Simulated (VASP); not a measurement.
# HgF3 (Fm-3m) in VASP: single point with PBEsol

Aim: the single point of HgF3 with PBEsol.

All numbers are computed with VASP 6.6.1; they aren't measurements. Logs are shortened: lines on timing, memory, paths and dates and some standing lists are left out, and cuts for length are marked.

**1. The cell of the first run**

It takes space group Fm-3m (No. 225, cubic). Conventional cell: a = 5.477 Å, b = 5.477 Å, c = 5.477 Å, α = 90.00°, β = 90.00°, γ = 90.00°. Within 3.1 Å of Hg (site symmetry m-3m) lie 14 F at 2.37 to 2.74 Å. Within 3.1 Å of F (site symmetry m-3m) lie 8 F at 2.37 Å and 6 Hg at 2.74 Å. F (site symmetry -43m) has 4 Hg at 2.37 Å and 10 F at 2.37 to 2.74 Å within 3.1 Å.

**2. Single point, PBEsol**

File INCAR:

```
ALGO = Normal
EDIFF = 1E-6
ENCUT = 700
GGA = PS
GGA_COMPAT = False
ISIF = 2
ISMEAR = -1
LASPH = True
LCHARG = False
LREAL = False
LWAVE = False
NBANDS = 28
NELM = 120
PREC = Accurate
SIGMA = 0.05
```

File KPOINTS:

```
k-points
0
Gamma
  8 8 8
```

File POSCAR:

```
HgF3
1.0
    0.0000000000      2.7387083446      2.7387083446
    2.7387083446      0.0000000000      2.7387083446
    2.7387083446      2.7387083446      0.0000000000
Hg F
1 3
Direct
    0.0000000000      0.0000000000      0.0000000000
    0.5000000000      0.5000000000      0.5000000000
    0.2500000000      0.2500000000      0.2500000000
    0.7500000000      0.7500000000      0.7500000000
```

Potentials or basis: VASP PAW PBE potentials, release 64 (Hg_sv_GW, F).

Run with:

```
$ cat potpaw_PBE.64/Hg_sv_GW/POTCAR potpaw_PBE.64/F/POTCAR > POTCAR
$ mpirun -np 1 vasp_std > vasp.out
```

OUTCAR:

```text
EDIFF = 1E-6
   ENCUT = 700
   GGA = PS
   ISIF = 2
   ISMEAR = -1
   LASPH = True
   LREAL = False
   NELM = 120
   PREC = Accurate

 ion  position               nearest neighbor table
   1  0.000  0.000  0.000-   4 2.37   4 2.37   4 2.37   3 2.37   4 2.37   3 2.37   3 2.37   3 2.37

   2  0.500  0.500  0.500-
   3  0.250  0.250  0.250-   1 2.37   1 2.37   1 2.37   1 2.37
   4  0.750  0.750  0.750-   1 2.37   1 2.37   1 2.37   1 2.37

  LATTYP: Found a face centered cubic cell.
 ALAT       =     5.4774166892

  Lattice vectors:

 A1 = (   0.0000000000,   2.7387083446,   2.7387083446)
 A2 = (   2.7387083446,   0.0000000000,   2.7387083446)
 A3 = (   2.7387083446,   2.7387083446,   0.0000000000)

Analysis of symmetry for initial positions (statically):
=====================================================================
 Subroutine PRICEL returns:
 Original cell was already a primitive cell.

 Routine SETGRP: Setting up the symmetry group for a
 face centered cubic supercell.

 Subroutine GETGRP returns: Found 48 space group operations
 (whereof 48 operations were pure point group operations)
 out of a pool of 48 trial point group operations.

The static configuration has the point symmetry O_h .

Analysis of symmetry for dynamics (positions and initial velocities):
=====================================================================
 Subroutine PRICEL returns:
 Original cell was already a primitive cell.

 Routine SETGRP: Setting up the symmetry group for a
 face centered cubic supercell.

 Subroutine GETGRP returns: Found 48 space group operations
 (whereof 48 operations were pure point group operations)
 out of a pool of 48 trial point group operations.

The dynamic configuration has the point symmetry O_h .

 Subroutine INISYM returns: Found 48 space group operations
 (whereof 48 operations are pure point group operations),
 and found     1 'primitive' translations

----------------------------------------------------------------------------------------

                                     Primitive cell

  volume of cell :      41.0835

[... 86 lines left out ...]
   ISPIN  =      1    spin polarized calculation?
   LNONCOLLINEAR =      F non collinear calculations
   LSORBIT =      F    spin-orbit coupling
   LASPH  =      T    aspherical Exc in radial PAW
   ENCUT  =  700.0 eV  51.45 Ry    7.17 a.u.   8.36  8.36  8.36*2*pi/ulx,y,z
   NELM   =    120;   NELMIN=  2; NELMDL= -5     # of ELM steps
   EDIFF  = 0.1E-05   stopping-criterion for ELM
   LREAL  =      F    real-space projection
   EDIFFG = 0.1E-04   stopping-criterion for IOM
   NSW    =      0    number of steps for IOM
   IBRION =     -1    ionic relax: 0-MD 1-quasi-New 2-CG
   NFREE  =      0    steps in history (QN), initial steepest desc. (CG)
   ISIF   =      2    stress and relaxation
   ISYM   =      2    0-nonsym 1-usesym 2-fastsym
   POTIM  = 0.5000    time-step for ionic-motion
   TEBEG  =    0.0;   TEEND  =   0.0 temperature during run
   PSTRESS=    0.0 pullay stress
   NELECT =      41.0000    total number of electrons
   NUPDOWN=      -1.0000    fix difference up-down
   EMIN   =  10.00;   EMAX   =-10.00  energy-range for DOS
   EFERMI =   0.00;   METHOD = LEGACY
   ISMEAR =    -1;   SIGMA  =   0.05  broadening in eV -4-tet -1-fermi 0-gaus
   EFERMI_NEDOS =   21; number of points for ismear=-14 and -15
   IALGO  =     38    algorithm
   IMIX   =      4    mixing-type and parameters
     AMIX     =   0.40;   BMIX     =  1.00
     AMIX_MAG =   1.60;   BMIX_MAG =  1.00
  volume/ion in A,a.u.               =      10.27        69.31
  Fermi-wavevector in a.u.,A,eV,Ry     =   1.635989  3.091571 36.415441  2.676459
  Thomas-Fermi vector in A             =   2.727370
   LORBIT       =      0    0 simple, 1 ext, 2 COOP (PROOUT), +10 PAW based schemes
   GGA     = PS    functional components
   LHFCALC =     F    Hartree Fock is set to
   AEXX    =    0.0000 exact exchange contribution
   IVDW    =     0    specifies the selected vdW correction
   LEPSILON=     F    determine dielectric tensor
   LRPA    =     F    only Hartree local field effects (RPA)
 non-spin polarized calculation
  energy-cutoff  :      700.00
  volume of cell :       41.08
 maximum number of plane-waves:      1759
 NGX is ok and might be reduce to    36
   NGX = 17   NGY = 17   NGZ = 17

 number of electron      41.0000005 magnetization

 Free energy of the ion-electron system (eV)
  ---------------------------------------------------
  ext. energy  EPLUGINS =         0.00000000
  ---------------------------------------------------
  free energy    TOTEN  =        -9.57817251 eV

  energy without entropy =       -9.52373045  energy(sigma->0) =       -9.55095148

 E-fermi :   2.3992     XC(G=0): -12.4798

 val. band max:        2.3880977177   @ k =  -0.3750   0.2500   0.1250
 cond. band min:       2.4014403096   @ k =  -0.3750   0.1250   0.0000
 fundamental gap:      0.0133425919
 Fermi energy:         2.3992190284

 k-point     1 :       0.0000    0.0000    0.0000
  band No.  band energies     occupation
      1    -109.6340      2.00000
      2     -57.9826      2.00000
      3     -57.9826      2.00000
      4     -57.9826      2.00000
      5     -19.7388      2.00000
      6     -18.2375      2.00000
[... 733 lines left out ...]
     27      22.1798      0.00000
     28      22.9023      0.00000

 [... further k-points ...]

------------------------ aborting loop because EDIFF is reached ----------------------------------------

  FORCE on cell =-STRESS in cart. coord.  units (eV):
  Direction    XX          YY          ZZ          XY          YZ          ZX
  --------------------------------------------------------------------------------------
  -------------------------------------------------------------------------------------
  Total        2.3983221      2.3983221      2.3983221      0.0000000      0.0000000     -0.0000000
  in kB       93.5299576     93.5299576     93.5299576      0.0000000      0.0000000     -0.0000000
  external PRESSURE =      93.5299576 kB  Pullay stress =       0.0000000 kB

 VOLUME and BASIS-vectors are now :
 -----------------------------------------------------------------------------
  energy-cutoff  :      700.00
  volume of cell :       41.08
      direct lattice vectors                 reciprocal lattice vectors
     0.000000000  2.738708345  2.738708345    -0.182567816  0.182567816  0.182567816
     2.738708345  0.000000000  2.738708345     0.182567816 -0.182567816  0.182567816
     2.738708345  2.738708345  0.000000000     0.182567816  0.182567816 -0.182567816

 POSITION                                       TOTAL-FORCE (eV/Angst)
 -----------------------------------------------------------------------------------
      0.00000      0.00000      0.00000        -0.000000     -0.000000     -0.000000
      2.73871      2.73871      2.73871        -0.000000     -0.000000     -0.000000
      1.36935      1.36935      1.36935         0.000000      0.000000      0.000000
      4.10806      4.10806      4.10806        -0.000000     -0.000000     -0.000000
 -----------------------------------------------------------------------------------
    total drift:                               -0.000000      0.000000      0.000000

  FREE ENERGIE OF THE ION-ELECTRON SYSTEM (eV)
  ---------------------------------------------------
  free  energy   TOTEN  =        -9.5781725067 eV

  energy  without entropy=       -9.5237304520  energy(sigma->0) =       -9.55095148
```

stdout:

```text
POSCAR found type information on POSCAR HgF
 POSCAR found :  2 types and       4 ions
 scaLAPACK will be used
 -----------------------------------------------------------------------------
|                                                                             |
|                                                                             |
|     You enforced a specific xc type in the INCAR file but a different       |
|     I HOPE YOU KNOW WHAT YOU ARE DOING!                                     |
|                                                                             |
 -----------------------------------------------------------------------------

 LDA part: xc-table for (Slater+PW92), standard interpolation
 POSCAR, INCAR and KPOINTS ok, starting setup
 FFT: planning ... GRIDC
 FFT: planning ... GRID_SOFT
 FFT: planning ... GRID
 WAVECAR not read
 entering main loop
```

Wall time 36 s (1 thread of Intel Xeon 6975P-C (Granite Rapids), shared host); peak memory 0.24 GiB.

What came out:

```
Free energy            : -9.5782 eV
Pressure               : 9.4 GPa
Band gap on the k mesh : zero (an odd number of electrons rules out a gap without spin polarisation)
```

Caveat: the cell stands under pressure; the PAW data sets were made with another functional, which shifts forces and pressure a little; spin-orbit coupling is left out, which moves the levels of the heavy elements; an odd number of electrons without spin polarisation forces a metal; a magnetic or distorted state may lie lower.
